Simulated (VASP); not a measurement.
# ZnS (F-43m) in VASP: settings compared, part 2 of 2

VASP 6.6.1.

## 4. Single point, r2SCAN

The input, POSCAR:

```
ZnS
1.0
    0.0000000000      2.6940858329      2.6940858329
    2.6940858329      0.0000000000      2.6940858329
    2.6940858329      2.6940858329      0.0000000000
Zn S
1 1
Direct
    0.0000000000      0.0000000000      0.0000000000
    0.2500000000      0.2500000000      0.2500000000
```

The input, INCAR.step1:

```
PREC     = Accurate       # precision mode
ENCUT    = 520            # plane-wave cutoff, eV
ISMEAR   = 0              # smearing method
SIGMA    = 0.01           # smearing width, eV
LREAL    = False          # projectors in reciprocal space
LASPH    = True           # aspherical terms in the spheres
NELM     = 100            # most SCF steps
NBANDS   = 16             # bands
GGA      = PE             # functional
ALGO     = Normal         # electronic algorithm
EDIFF    = 1E-4           # SCF threshold, eV
LWAVE    = True           # write WAVECAR
LCHARG   = False          # write CHGCAR
```

The input, INCAR.step2:

```
PREC     = Accurate       # precision mode
ENCUT    = 520            # plane-wave cutoff, eV
EDIFF    = 1E-7           # SCF threshold, eV
ISMEAR   = 0              # smearing method
SIGMA    = 0.01           # smearing width, eV
LREAL    = False          # projectors in reciprocal space
LASPH    = True           # aspherical terms in the spheres
NELM     = 100            # most SCF steps
ALGO     = Normal         # electronic algorithm
ISIF     = 2              # what is computed and relaxed
LWAVE    = False          # write WAVECAR
LCHARG   = False          # write CHGCAR
METAGGA  = R2SCAN         # meta-GGA
LMIXTAU  = True         
NBANDS   = 16             # bands
ISTART   = 1
```

The input, KPOINTS:

```
Automatic mesh
0
Gamma
  8 8 8
```

The run is started by

```console
> cat potpaw_PBE.64/Zn/POTCAR potpaw_PBE.64/S/POTCAR > POTCAR
> cp INCAR.step1 INCAR
> mpirun -np 1 vasp_std > vasp.out
> cp INCAR.step2 INCAR
> mpirun -np 1 vasp_std > vasp.out
```

It took 84 s on 1 thread of AMD EPYC 7R43 (Zen 3), shared host; peak memory 0.13 GiB.

Results (log left out):

* Free energy: -18.8662 eV
* Pressure: 0.1 GPa
* Band gap on the k mesh: 2.72 eV, direct

Levels at points of the mesh, in eV from the valence-band top:
```csv
k point,band 7,band 8,band 9,band 10,band 11,band 12
"(0.00, 0.00, 0.00)",0.00,0.00,0.00,2.72,6.90,6.90
"(0.50, 0.00, 0.00)",-5.46,-0.90,-0.90,3.83,7.39,7.39
"(0.50, 0.50, 0.00)",-4.65,-2.31,-2.31,3.71,4.48,11.83
```

Caveat: the PAW data sets were made with another functional, which shifts forces and pressure a little. r2SCAN opens gaps a little over a GGA but as a rule still falls short of measured ones.

## 5. Relaxation of cell and atoms, r2SCAN

This run uses another cell than the first one, of 20.16 Å³/atom, 1.031 times its volume.

The input, POSCAR:

```
ZnS
1.0
    0.0000000000      2.7217598541      2.7217598541
    2.7217598541      0.0000000000      2.7217598541
    2.7217598541      2.7217598541      0.0000000000
Zn S
1 1
Direct
    0.0000000000      0.0000000000      0.0000000000
    0.2500000000      0.2500000000      0.2500000000
```

The input, INCAR.step1:

```
PREC = Accurate
ENCUT = 600
ISMEAR = -1
SIGMA = 0.02
LREAL = False
LASPH = True
NELM = 100
GGA = PE
ALGO = Normal
EDIFF = 1E-4
LWAVE = True
LCHARG = False
```

The input, INCAR.step2:

```
PREC = Accurate
ENCUT = 600
EDIFF = 1E-6
ISMEAR = -1
SIGMA = 0.02
LREAL = False
LASPH = True
NELM = 100
ALGO = Normal
ISIF = 3
LWAVE = False
LCHARG = False
METAGGA = R2SCAN
LMIXTAU = True
IBRION = 2
NSW = 80
EDIFFG = -0.005
ISTART = 1
```

The input, KPOINTS:

```
regular mesh
0
Gamma
  8 8 8
```

The run is started by

```console
> cat potpaw_PBE.64/Zn/POTCAR potpaw_PBE.64/S/POTCAR > POTCAR
> cp INCAR.step1 INCAR
> mpirun -np 1 vasp_std > vasp.out
> cp INCAR.step2 INCAR
> mpirun -np 1 vasp_std > vasp.out
```

It took 4.4 min on 1 thread of AMD EPYC 7R43 (Zen 3), shared host; peak memory 0.16 GiB.

Results (log left out):

* Free energy: -18.8684 eV
* Relaxed volume: 19.57 Å³/atom
* Relaxed cell: a = 3.811 Å, b = 3.811 Å, c = 3.811 Å, α = 60.00°, β = 60.00°, γ = 60.00°
* Space group after relaxing (to 0.05 Å): F-43m (No. 216)
* Energy gained by relaxing: 4.5 meV/atom
* Ionic steps: 4
* Pressure after relaxing: 0.0 GPa
* Band gap on the k mesh: 2.71 eV, direct

The path:
```
step  energy change (eV)  largest force (eV/Å)  pressure (GPa)  volume (Å³)
   1              0.0000                0.0000           -2.21        40.33
   2             -0.0081                0.0000            0.84        38.73
   3             -0.0090                0.0000            0.08        39.09
   4             -0.0090                0.0000            0.02        39.13
```

Final structure:
```
Zn S
1.0
     0.00000    2.69471    2.69471
     2.69471    0.00000    2.69471
     2.69471    2.69471    0.00000
Zn S
1 1
Direct
  0.00000 0.00000 0.00000
  0.25000 0.25000 0.25000
```

Levels at points of the mesh, in eV from the valence-band top:
| k point | band 5 | band 6 | band 7 | band 8 | band 9 | band 10 | band 11 | band 12 | band 13 |
| --- | --- | --- | --- | --- | --- | --- | --- | --- | --- |
| (0.00, 0.00, 0.00) | -5.98 | -5.98 | 0.00 | 0.00 | 0.00 | 2.71 | 6.90 | 6.90 | 6.90 |
| (0.50, 0.00, 0.00) | -5.95 | -5.78 | -5.45 | -0.90 | -0.90 | 3.83 | 7.39 | 7.39 | 9.45 |
| (0.50, 0.50, 0.00) | -5.90 | -5.76 | -4.65 | -2.31 | -2.31 | 3.71 | 4.48 | 11.83 | 12.88 |

Caveat: the PAW data sets were made with another functional, which shifts forces and pressure a little. r2SCAN opens gaps a little over a GGA but as a rule still falls short of measured ones.

## 6. The runs side by side

| task | level | cell | cutoff (eV) | smearing | gap on the mesh (eV) | pressure (GPa) |
| --- | --- | --- | --- | --- | --- | --- |
| single point | PBE | a = 3.810 Å, angles 60.0°, 2 atoms | 520 | fermi-dirac 0.02 eV | 2.15 | 2.5 |
| single point | r2SCAN | a = 3.810 Å, angles 60.0°, 2 atoms | 520 | fermi-dirac 0.02 eV | 2.72 | 0.0 |
| single point | r2SCAN | a = 3.810 Å, angles 60.0°, 2 atoms | 520 | gaussian 0.01 eV | 2.72 | 0.1 |
| relaxation of cell and atoms | r2SCAN | relaxed from a = 3.849 Å, angles 60.0°, 2 atoms | 600 | fermi-dirac 0.02 eV | 2.71 | 0.0 |

Alike in all rows: potentials or basis VASP PAW PBE potentials, release 64 (Zn, S); no spin polarisation; k mesh 8 × 8 × 8.

On the cell as given the gap runs from 2.15 eV (PBE) to 2.72 eV (r2SCAN). The pressure there spans 0.0 GPa (r2SCAN) to 2.5 GPa (PBE); a positive pressure means that this level wants a larger cell, a negative one a smaller.

Caveats: the PAW data sets were made with another functional, which shifts forces and pressure a little (some runs).

Absolute energies hang on the potentials; compare differences alone.
